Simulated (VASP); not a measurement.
# Al2Pd (Fm-3m) in VASP: notebook

The runs below take Al2Pd through single point, with LDA.

All numbers are computed with VASP 6.6.1; they aren't measurements. Logs are shortened: lines on timing, memory, paths and dates and some standing lists are left out, and cuts for length are marked.

### Step 1. The cell of the first run

Symmetry: Fm-3m, No. 225, cubic system. Conventional cell: a = 5.899 Å, b = 5.899 Å, c = 5.899 Å, α = 90.00°, β = 90.00°, γ = 90.00°. Within 3.4 Å of Al (site symmetry -43m) lie 4 Pd at 2.55 Å and 6 Al at 2.95 Å. Within 3.4 Å of Pd (site symmetry m-3m) lie 8 Al at 2.55 Å.

### Step 2. Single point, LDA

The input, INCAR:

```
PREC = Accurate ; ENCUT = 500
EDIFF = 1E-6 ; ISMEAR = -1
SIGMA = 0.1 ; LREAL = F
LASPH = T ; NELM = 120
ALGO = Normal ; ISIF = 2
LWAVE = F ; LCHARG = F
NBANDS = 25 ; GGA_COMPAT = F
```

The input, KPOINTS:

```
regular mesh
0
Gamma
  6 3 6
```

The input, POSCAR:

```
Al2Pd
1.0
    0.0000000000      2.9495355700      2.9495355700
    5.8990711400      0.0000000000      5.8990711400
    2.9495355700      2.9495355700      0.0000000000
Al Pd
4 2
Direct
    0.2500000000      0.1250000000      0.2500000000
    0.7500000000      0.3750000000      0.7500000000
    0.2500000000      0.6250000000      0.2500000000
    0.7500000000      0.8750000000      0.7500000000
    0.0000000000      0.0000000000      0.0000000000
    0.0000000000      0.5000000000      0.0000000000
```

Potentials or basis: VASP PAW LDA potentials, release 64 (Al, Pd).

The run is started by

```console
$ cat potpaw_LDA.64/Al/POTCAR potpaw_LDA.64/Pd/POTCAR > POTCAR
$ mpirun -np 1 vasp_std > vasp.out
```

OUTCAR:

```text
PREC = Accurate
   ENCUT = 500
   EDIFF = 1E-6
   ISMEAR = -1
   LREAL = F
   LASPH = T
   NELM = 120
   ISIF = 2

 ion  position               nearest neighbor table
   1  0.250  0.125  0.250-   5 2.55   5 2.55   5 2.55   6 2.55   4 2.95   2 2.95   4 2.95   2 2.95
                             4 2.95   2 2.95
   2  0.750  0.375  0.750-   5 2.55   6 2.55   6 2.55   6 2.55   3 2.95   1 2.95   1 2.95   3 2.95
                             1 2.95   3 2.95
   3  0.250  0.625  0.250-   6 2.55   6 2.55   5 2.55   6 2.55   2 2.95   2 2.95   4 2.95   2 2.95
                             4 2.95   4 2.95
   4  0.750  0.875  0.750-   5 2.55   6 2.55   5 2.55   5 2.55   3 2.95   3 2.95   1 2.95   3 2.95
                             1 2.95   1 2.95
   5  0.000  0.000  0.000-   4 2.55   4 2.55   1 2.55   2 2.55   3 2.55   4 2.55   1 2.55   1 2.55

   6  0.000  0.500  0.000-   2 2.55   2 2.55   1 2.55   2 2.55   3 2.55   4 2.55   3 2.55   3 2.55

  LATTYP: Found a trigonal (rhomboedric) cell.
 ALAT       =     7.2248571247
 COS(alpha) =     0.8333333333

  Lattice vectors:

 A1 = (   2.9495355700,  -5.8990711400,   2.9495355700)
 A2 = (   5.8990711400,  -2.9495355700,   2.9495355700)
 A3 = (   2.9495355700,  -2.9495355700,   5.8990711400)

Analysis of symmetry for initial positions (statically):
=====================================================================
 Subroutine PRICEL returns following result:

  LATTYP: Found a face centered cubic cell.
 ALAT       =     5.8990711400

  Lattice vectors:

 A1 = (   0.0000000000,   2.9495355700,   2.9495355700)
 A2 = (   2.9495355700,   0.0000000000,   2.9495355700)
 A3 = (   2.9495355700,   2.9495355700,   0.0000000000)

   2 primitive cells build up your supercell.

 Routine SETGRP: Setting up the symmetry group for a
 trigonal (rhombohedral) supercell.

 Subroutine GETGRP returns: Found 12 space group operations
 (whereof 12 operations were pure point group operations)
 out of a pool of 12 trial point group operations.

The static configuration has the point symmetry D_3d.

Analysis of symmetry for dynamics (positions and initial velocities):
=====================================================================
 Subroutine PRICEL returns following result:

  LATTYP: Found a face centered cubic cell.
 ALAT       =     5.8990711400

  Lattice vectors:

 A1 = (   0.0000000000,   2.9495355700,   2.9495355700)
 A2 = (   2.9495355700,   0.0000000000,   2.9495355700)
 A3 = (   2.9495355700,   2.9495355700,   0.0000000000)

   2 primitive cells build up your supercell.

 Routine SETGRP: Setting up the symmetry group for a
 trigonal (rhombohedral) supercell.

 Subroutine GETGRP returns: Found 12 space group operations
 (whereof 12 operations were pure point group operations)
 out of a pool of 12 trial point group operations.

The dynamic configuration has the point symmetry D_3d.

 Subroutine INISYM returns: Found 12 space group operations
 (whereof 12 operations are pure point group operations),
 and found     2 'primitive' translations

----------------------------------------------------------------------------------------

                                     Primitive cell

  volume of cell :      51.3205

  direct lattice vectors                    reciprocal lattice vectors
     0.000000000  2.949535570  2.949535570    -0.169518213  0.169518213  0.169518213
     2.949535570  0.000000000  2.949535570     0.169518213 -0.169518213  0.169518213
     2.949535570  2.949535570  0.000000000     0.169518213  0.169518213 -0.169518213

  length of vectors
     4.171273206  4.171273206  4.171273206     0.293614158  0.293614158  0.293614158

  position of ions in fractional coordinates (direct lattice)
     0.250000000  0.250000000  0.250000000
     0.750000000  0.750000000  0.750000000
     0.000000000  0.000000000  0.000000000

  ion indices of the primitive-cell ions
   primitive index   ion index
                 1           1
[... 25 lines left out ...]
|                                                                             |
|           W    W    AA    RRRRR   N    N  II  N    N   GGGG   !!!           |
|           W    W   A  A   R    R  NN   N  II  NN   N  G    G  !!!           |
|           W    W  A    A  R    R  N N  N  II  N N  N  G       !!!           |
|           W WW W  AAAAAA  RRRRR   N  N N  II  N  N N  G  GGG   !            |
|           WW  WW  A    A  R   R   N   NN  II  N   NN  G    G                |
|           W    W  A    A  R    R  N    N  II  N    N   GGGG   !!!           |
|                                                                             |
|     Your reciprocal lattice and k-lattice belong to different lattice       |
|     classes:                                                                |
|                                                                             |
|        The reciprocal lattice is rhombohedral (trigonal),                   |
|        whereas your k-lattice is body-centered cubic.                       |
|                                                                             |
|     Results are often still useful ...                                      |
|                                                                             |
 -----------------------------------------------------------------------------

 Subroutine IBZKPT returns following result:
 ===========================================

 Found     16 irreducible k-points:

 Following reciprocal coordinates:
            Coordinates               Weight
  0.000000  0.000000  0.000000      1.000000
  0.166667  0.000000  0.000000      6.000000
  0.333333  0.000000  0.000000      6.000000
  0.500000  0.000000  0.000000      3.000000
  0.000000  0.333333  0.000000      2.000000
  0.166667  0.333333  0.000000      6.000000
[... 8 lines left out ...]
  0.500000 -0.333333  0.166667     12.000000
 -0.333333  0.000000  0.333333      6.000000
   k-points           NKPTS =     16   k-points in BZ     NKDIM =     16   number of bands    NBANDS=     25
   number of dos      NEDOS =    301   number of ions     NIONS =      6
   total plane-waves  NPLWV =  57600
   dimension x,y,z NGX =    30 NGY =   64 NGZ =   30
   dimension x,y,z NGXF=    60 NGYF=  128 NGZF=   60
   ions per type =               4   2
   NGX,Y,Z   is equivalent  to a cutoff of  11.96, 12.75, 11.96 a.u.
   NGXF,Y,Z  is equivalent  to a cutoff of  23.91, 25.51, 23.91 a.u.
 SYSTEM =  unknown system
   PREC   = accura    normal or accurate (medium, high low for compatibility)
   ISTART =      0    job   : 0-new  1-cont  2-samecut
   ICHARG =      2    charge: 1-file 2-atom 10-const
   ISPIN  =      1    spin polarized calculation?
   LNONCOLLINEAR =      F non collinear calculations
   LSORBIT =      F    spin-orbit coupling
   LASPH  =      T    aspherical Exc in radial PAW
   ENCUT  =  500.0 eV  36.75 Ry    6.06 a.u.   7.61 15.21  7.61*2*pi/ulx,y,z
   NELM   =    120;   NELMIN=  2; NELMDL= -5     # of ELM steps
   EDIFF  = 0.1E-05   stopping-criterion for ELM
   LREAL  =      F    real-space projection
   EDIFFG = 0.1E-04   stopping-criterion for IOM
   NSW    =      0    number of steps for IOM
   IBRION =     -1    ionic relax: 0-MD 1-quasi-New 2-CG
   NFREE  =      0    steps in history (QN), initial steepest desc. (CG)
   ISIF   =      2    stress and relaxation
   ISYM   =      2    0-nonsym 1-usesym 2-fastsym
   POTIM  = 0.5000    time-step for ionic-motion
   TEBEG  =    0.0;   TEEND  =   0.0 temperature during run
   PSTRESS=    0.0 pullay stress
   NELECT =      32.0000    total number of electrons
   NUPDOWN=      -1.0000    fix difference up-down
   EMIN   =  10.00;   EMAX   =-10.00  energy-range for DOS
   EFERMI =   0.00;   METHOD = LEGACY
   ISMEAR =    -1;   SIGMA  =   0.10  broadening in eV -4-tet -1-fermi 0-gaus
   EFERMI_NEDOS =   21; number of points for ismear=-14 and -15
   IALGO  =     38    algorithm
   IMIX   =      4    mixing-type and parameters
     AMIX     =   0.40;   BMIX     =  1.00
     AMIX_MAG =   1.60;   BMIX_MAG =  1.00
  volume/ion in A,a.u.               =      17.11       115.44
  Fermi-wavevector in a.u.,A,eV,Ry     =   1.110072  2.097732 16.765916  1.232260
  Thomas-Fermi vector in A             =   2.246619
   LORBIT       =      0    0 simple, 1 ext, 2 COOP (PROOUT), +10 PAW based schemes
   GGA     = CA    functional components
   LHFCALC =     F    Hartree Fock is set to
   AEXX    =    0.0000 exact exchange contribution
   IVDW    =     0    specifies the selected vdW correction
   LEPSILON=     F    determine dielectric tensor
   LRPA    =     F    only Hartree local field effects (RPA)
 non-spin polarized calculation
  energy-cutoff  :      500.00
  volume of cell :      102.64
 maximum number of plane-waves:      2628
   NGX = 15   NGY = 31   NGZ = 15

 number of electron      31.9999998 magnetization

 Free energy of the ion-electron system (eV)
  ---------------------------------------------------
  ext. energy  EPLUGINS =         0.00000000
  ---------------------------------------------------
  free energy    TOTEN  =       -33.63437166 eV

  energy without entropy =      -33.53953249  energy(sigma->0) =      -33.58695208

 E-fermi :   7.4396     XC(G=0): -10.8238

 val. band max:        7.4386580091   @ k =   0.3333   0.3333   0.0000
 cond. band min:       7.4708028459   @ k =  -0.1667   0.0000   0.1667
 fundamental gap:      0.0321448368
 Fermi energy:         7.4395815999

 k-point     1 :       0.0000    0.0000    0.0000
  band No.  band energies     occupation
      1      -2.1014      2.00000
      2       0.2601      2.00000
      3       1.4848      2.00000
      4       2.6136      2.00000
      5       2.6136      2.00000
      6       2.6136      2.00000
[... 437 lines left out ...]
     24      14.5828      0.00000
     25      14.6135      0.00000

------------------------ aborting loop because EDIFF is reached ----------------------------------------

  FORCE on cell =-STRESS in cart. coord.  units (eV):
  Direction    XX          YY          ZZ          XY          YZ          ZX
  --------------------------------------------------------------------------------------
  -------------------------------------------------------------------------------------
  Total       -2.1334139     -2.1334139     -2.1334139      0.0001742      0.0001742     -0.0001742
  in kB      -33.3015773    -33.3015773    -33.3015773      0.0027193      0.0027193     -0.0027193
  external PRESSURE =     -33.3015773 kB  Pullay stress =       0.0000000 kB

 VOLUME and BASIS-vectors are now :
 -----------------------------------------------------------------------------
  energy-cutoff  :      500.00
  volume of cell :      102.64
      direct lattice vectors                 reciprocal lattice vectors
     0.000000000  2.949535570  2.949535570    -0.169518213  0.169518213  0.169518213
     5.899071140  0.000000000  5.899071140     0.084759107 -0.084759107  0.084759107
     2.949535570  2.949535570  0.000000000     0.169518213  0.169518213 -0.169518213

 POSITION                                       TOTAL-FORCE (eV/Angst)
 -----------------------------------------------------------------------------------
      1.47477      1.47477      1.47477         0.000007     -0.000007      0.000007
      4.42430      4.42430      4.42430        -0.000007      0.000007     -0.000007
      4.42430      1.47477      4.42430         0.000007     -0.000007      0.000007
      7.37384      4.42430      7.37384        -0.000007      0.000007     -0.000007
      0.00000      0.00000      0.00000         0.000000      0.000000      0.000000
      2.94954      0.00000      2.94954         0.000000      0.000000      0.000000
 -----------------------------------------------------------------------------------
    total drift:                                0.000000     -0.000000     -0.000000

  FREE ENERGIE OF THE ION-ELECTRON SYSTEM (eV)
  ---------------------------------------------------
  free  energy   TOTEN  =       -33.6343716649 eV

  energy  without entropy=      -33.5395324859  energy(sigma->0) =      -33.58695208
```

Run time: 28 s. Hardware: 1 thread of Intel Xeon 6975P-C (Granite Rapids), shared host; peak memory 0.2 GiB.

What came out:

```yaml
Free_energy: -33.6344 eV
Pressure: -3.3 GPa
Band_gap_on_the_k_mesh: zero (bands 16 and 17 overlap by 3.58 eV)
```

Levels at points of the mesh, in eV from the Fermi level:
```tsv
k point	band 12	band 13	band 14	band 15	band 16	band 17	band 18	band 19	band 20	band 21
(0.00, 0.00, 0.00)	-3.55	-3.36	1.24	1.24	3.06	3.89	4.05	4.05	4.05	4.42
(0.50, 0.00, 0.00)	-3.36	-3.34	-2.78	-1.40	-1.40	1.24	1.24	2.15	3.18	3.89
```

Caveat: the cell stands under tension.

### Step 3. Single point, LDA

This run uses another cell than the first one: it holds 12 atoms, not 6.

The input, INCAR:

```
SYSTEM = Al2Pd
  PREC = Accurate
  ENCUT = 500
  EDIFF = 1E-6
  ISMEAR = -1
  SIGMA = 0.1
  LREAL = .FALSE.
  LASPH = .TRUE.
  NELM = 120
  ALGO = Normal
  ISIF = 2
  LWAVE = .FALSE.
  LCHARG = .FALSE.
  NBANDS = 44
  GGA_COMPAT = .FALSE.
```

The input, KPOINTS:

```
Automatic mesh
0
G
  3 3 6
  0 0 0
```

The input, POSCAR:

```
Al2Pd
1.0
    0.0000000000      5.8990711400      5.8990711400
    5.8990711400      0.0000000000      5.8990711400
    2.9495355700      2.9495355700      0.0000000000
Al Pd
8 4
Direct
    0.1250000000      0.1250000000      0.2500000000
    0.3750000000      0.3750000000      0.7500000000
    0.1250000000      0.6250000000      0.2500000000
    0.3750000000      0.8750000000      0.7500000000
    0.6250000000      0.1250000000      0.2500000000
    0.8750000000      0.3750000000      0.7500000000
    0.6250000000      0.6250000000      0.2500000000
    0.8750000000      0.8750000000      0.7500000000
    0.0000000000      0.0000000000      0.0000000000
    0.0000000000      0.5000000000      0.0000000000
    0.5000000000      0.0000000000      0.0000000000
    0.5000000000      0.5000000000      0.0000000000
```

Potentials or basis: VASP PAW LDA potentials, release 64 (Al, Pd).

The run is started by

```console
$ cat potpaw_LDA.64/Al/POTCAR potpaw_LDA.64/Pd/POTCAR > POTCAR
$ mpirun -np 1 vasp_std > vasp.out
```

Wall time 1.7 min (1 thread of Intel Xeon 6975P-C (Granite Rapids), shared host); peak memory 0.32 GiB.

It converged, with:

```yaml
Free_energy: -67.2688 eV
Pressure: -3.3 GPa
Band_gap_on_the_k_mesh: zero (bands 32 and 33 overlap by 1.81 eV)
```

Levels at points of the mesh, in eV from the Fermi level:
```
           k point  band 27  band 28  band 29  band 30  band 31  band 32  band 33  band 34  band 35  band 36
(0.00, 0.00, 0.00)    -2.78    -1.40    -1.40     1.24     1.24     1.24     1.24     2.15     3.06     3.18
(0.00, 0.00, 0.50)    -2.78    -2.78    -1.40    -1.40    -1.40    -1.40     1.24     1.24     1.24     1.24
```

Caveat: the cell stands under tension.
